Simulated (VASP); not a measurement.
# SnSe (Cmcm) in VASP: further runs, part 2 of 2

VASP 6.6.1. The steps go on from the part before.

### 3 Single point, PBEsol

Input file POSCAR:

```
SnSe
1.0
    2.1353299143     -6.0240338759      0.0000000000
    2.1353299143      6.0240338759      0.0000000000
    0.0000000000      0.0000000000      4.2599369100
Sn Se
2 2
Direct
    0.1287149800      0.8712850200      0.7500000000
    0.8712850200      0.1287149800      0.2500000000
    0.3532680500      0.6467319500      0.7500000000
    0.6467319500      0.3532680500      0.2500000000
```

Input file INCAR.step1:

```
SYSTEM = SnSe
PREC     = Accurate       ! precision mode
ENCUT    = 520            ! plane-wave cutoff, eV
EDIFF    = 1E-6           ! SCF threshold, eV
ISMEAR   = -1             ! smearing method
SIGMA    = 0.03           ! smearing width, eV
LREAL    = .FALSE.        ! projectors in reciprocal space
LASPH    = .TRUE.         ! aspherical terms in the spheres
NELM     = 80             ! most SCF steps
ALGO     = Normal         ! electronic algorithm
ISIF     = 2              ! what is computed and relaxed
LWAVE    = .FALSE.        ! write WAVECAR
LCHARG   = .TRUE.         ! write CHGCAR
GGA      = PS             ! functional
NBANDS   = 28             ! bands
```

Input file KPOINTS.step1:

```
Automatic mesh
0
G
  6 6 6
  0 0 0
```

Input file INCAR.step2:

```
SYSTEM = SnSe
PREC     = Accurate       ! precision mode
ENCUT    = 520            ! plane-wave cutoff, eV
EDIFF    = 1E-6           ! SCF threshold, eV
ISMEAR   = -5             ! smearing method
SIGMA    = 0.03           ! smearing width, eV
LREAL    = .FALSE.        ! projectors in reciprocal space
LASPH    = .TRUE.         ! aspherical terms in the spheres
NELM     = 80             ! most SCF steps
ALGO     = Normal         ! electronic algorithm
ISIF     = 2              ! what is computed and relaxed
LWAVE    = .FALSE.        ! write WAVECAR
LCHARG   = .FALSE.        ! write CHGCAR
GGA      = PS             ! functional
LORBIT   = 11             ! projections on sites
NBANDS   = 28             ! bands
NEDOS    = 1001           ! points of the DOS
ICHARG   = 11             ! starting density
```

Input file KPOINTS.step2:

```
Automatic mesh
0
G
  9 9 9
  0 0 0
```

Potentials or basis: VASP PAW PBE potentials, release 64 (Sn_d, Se).

Command:

```sh
cat potpaw_PBE.64/Sn_d/POTCAR potpaw_PBE.64/Se/POTCAR > POTCAR
cp INCAR.step1 INCAR
cp KPOINTS.step1 KPOINTS
mpirun -np 1 vasp_std > vasp.out
cp INCAR.step2 INCAR
cp KPOINTS.step2 KPOINTS
mpirun -np 1 vasp_std > vasp.out
```

OUTCAR:

```text
SYSTEM = SnSe
   PREC = Accurate
   ENCUT = 520
   EDIFF = 1E-6
   ISMEAR = -5
   LREAL = .FALSE.
   LASPH = .TRUE.
   NELM = 80
   ISIF = 2
   GGA = PS
   LORBIT = 11
   ICHARG = 11

 ion  position               nearest neighbor table
   1  0.129  0.871  0.750-   3 2.71   4 3.02   4 3.02   4 3.02   4 3.02
   2  0.871  0.129  0.250-   4 2.71   3 3.02   3 3.02   3 3.02   3 3.02
   3  0.353  0.647  0.750-   1 2.71   2 3.02   2 3.02   2 3.02   2 3.02
   4  0.647  0.353  0.250-   2 2.71   1 3.02   1 3.02   1 3.02   1 3.02

  LATTYP: Found a base centered orthorhombic cell.
 ALAT       =     4.2706598286
 B/A-ratio  =     2.8211255954
 C/A-ratio  =     0.9974891658

  Lattice vectors:

 A1 = (   2.1353299143,  -6.0240338759,   0.0000000000)
 A2 = (   2.1353299143,   6.0240338759,   0.0000000000)
 A3 = (   0.0000000000,   0.0000000000,   4.2599369100)

Analysis of symmetry for initial positions (statically):
=====================================================================
 Subroutine PRICEL returns:
 Original cell was already a primitive cell.

 Routine SETGRP: Setting up the symmetry group for a
 base centered orthorhombic supercell.

 Subroutine GETGRP returns: Found  8 space group operations
 (whereof  4 operations were pure point group operations)
 out of a pool of  8 trial point group operations.

The static configuration has the point symmetry C_2h.
 The point group associated with its full space group is D_2h.

Analysis of symmetry for dynamics (positions and initial velocities):
=====================================================================
 Subroutine PRICEL returns:
 Original cell was already a primitive cell.

 Routine SETGRP: Setting up the symmetry group for a
 base centered orthorhombic supercell.

 Subroutine GETGRP returns: Found  8 space group operations
 (whereof  4 operations were pure point group operations)
 out of a pool of  8 trial point group operations.

[... 133 lines left out ...]
   LHFCALC =     F    Hartree Fock is set to
   AEXX    =    0.0000 exact exchange contribution
   IVDW    =     0    specifies the selected vdW correction
   LEPSILON=     F    determine dielectric tensor
   LRPA    =     F    only Hartree local field effects (RPA)
 non-spin polarized calculation
 Fermi weights with tetrahedron method with Bloechl corrections
  energy-cutoff  :      520.00
  volume of cell :      109.59
 maximum number of plane-waves:      2970

 number of electron      40.0000007 magnetization

 Free energy of the ion-electron system (eV)
  ---------------------------------------------------
  ext. energy  EPLUGINS =         0.00000000
  ---------------------------------------------------
  free energy    TOTEN  =       -17.88551749 eV

  energy without entropy =      -17.88551749  energy(sigma->0) =      -17.88551749

 E-fermi :   5.1230     XC(G=0):  -9.7472

 val. band max:        5.1160590871   @ k =  -0.4444   0.4444   0.3333
 cond. band min:       5.3659200329   @ k =   0.4444   0.4444   0.0000
 fundamental gap:      0.2498609458
 Fermi energy:         5.1229947267

 k-point     1 :       0.0000    0.0000    0.0000
  band No.  band energies     occupation
      1     -16.2040      2.00000
      2     -16.2004      2.00000
      3     -16.1958      2.00000
      4     -16.1940      2.00000
      5     -16.1813      2.00000
      6     -16.1682      2.00000
[... 733 lines left out ...]
     27      10.5311      0.00000
     28      11.7502      0.00000

 [... further k-points ...]

------------------------ aborting loop because EDIFF is reached ----------------------------------------

  FORCE on cell =-STRESS in cart. coord.  units (eV):
  Direction    XX          YY          ZZ          XY          YZ          ZX
  --------------------------------------------------------------------------------------
  -------------------------------------------------------------------------------------
  Total       -1.2600534     -1.0236893     -1.2499392      0.0000000      0.0000000      0.0000000
  in kB      -18.4210336    -14.9655678    -18.2731704      0.0000000      0.0000000      0.0000000
  external PRESSURE =     -17.2199239 kB  Pullay stress =       0.0000000 kB

 VOLUME and BASIS-vectors are now :
 -----------------------------------------------------------------------------
  energy-cutoff  :      520.00
  volume of cell :      109.59
      direct lattice vectors                 reciprocal lattice vectors
     2.135329914 -6.024033876  0.000000000     0.234155854 -0.083000861  0.000000000
     2.135329914  6.024033876  0.000000000     0.234155854  0.083000861  0.000000000
     0.000000000  0.000000000  4.259936910     0.000000000  0.000000000  0.234745261

 POSITION                                       TOTAL-FORCE (eV/Angst)
 -----------------------------------------------------------------------------------
      2.13533      4.47327      3.19495         0.000000      0.067403     -0.000000
      2.13533     -4.47327      1.06498         0.000000     -0.067403      0.000000
      2.13533      1.76784      3.19495         0.000000     -0.116236     -0.000000
      2.13533     -1.76784      1.06498         0.000000      0.116236     -0.000000
 -----------------------------------------------------------------------------------
    total drift:                                0.000000     -0.000000      0.000000

  FREE ENERGIE OF THE ION-ELECTRON SYSTEM (eV)
  ---------------------------------------------------
  free  energy   TOTEN  =       -17.8855174885 eV

  energy  without entropy=      -17.8855174885  energy(sigma->0) =      -17.88551749

 total charge

# of ion       s       p       d       tot
------------------------------------------
    1        1.352   0.714   9.994  12.059
    2        1.352   0.714   9.994  12.059
    3        1.474   2.301   0.024   3.799
    4        1.474   2.301   0.024   3.799
--------------------------------------------------
tot          5.652   6.030  20.035  31.717
```

OSZICAR.step1:

```text
N       E                     dE             d eps       ncg     rms          rms(c)
DAV:   1     0.365727457473E+03    0.36573E+03   -0.19317E+04  2964   0.181E+03
DAV:   2     0.330614635654E+02   -0.33267E+03   -0.32342E+03  2944   0.474E+02
DAV:   3    -0.159049293561E+02   -0.48966E+02   -0.47849E+02  3552   0.155E+02
DAV:   4    -0.182212750830E+02   -0.23163E+01   -0.23055E+01  3352   0.348E+01
DAV:   5    -0.182769032716E+02   -0.55628E-01   -0.55619E-01  3672   0.606E+00    0.435E+00
DAV:   6    -0.179001383260E+02    0.37676E+00   -0.81054E-01  4004   0.548E+00    0.266E+00
DAV:   7    -0.178892720698E+02    0.10866E-01   -0.21129E-01  3688   0.211E+00    0.119E+00
DAV:   8    -0.178874027569E+02    0.18693E-02   -0.21803E-02  3604   0.104E+00    0.197E-01
DAV:   9    -0.178870356757E+02    0.36708E-03   -0.35567E-03  3500   0.413E-01    0.712E-02
DAV:  10    -0.178870662137E+02   -0.30538E-04   -0.35514E-04  3248   0.108E-01    0.339E-02
DAV:  11    -0.178870751377E+02   -0.89240E-05   -0.63969E-05  4124   0.550E-02    0.887E-03
DAV:  12    -0.178870728569E+02    0.22809E-05   -0.97973E-06  2956   0.177E-02    0.351E-03
DAV:  13    -0.178870727918E+02    0.65100E-07   -0.12708E-06  1860   0.939E-03
   1 F= -.17887073E+02 E0= -.17886986E+02  d E =-.173890E-03
```

Wall time 5.7 min (1 thread of Intel Xeon Platinum 8259CL at 2.50GHz (Skylake/Cascade Lake), shared host); peak memory 0.48 GiB.

Results:

| Item | Value |
| --- | --- |
| Valence electrons inside the program's atomic spheres | Sn 12.06; Se 3.80 |

Caveat: the PAW data sets were made with another functional, which shifts forces and pressure a little; spin-orbit coupling is left out, which moves the levels of the heavy elements.
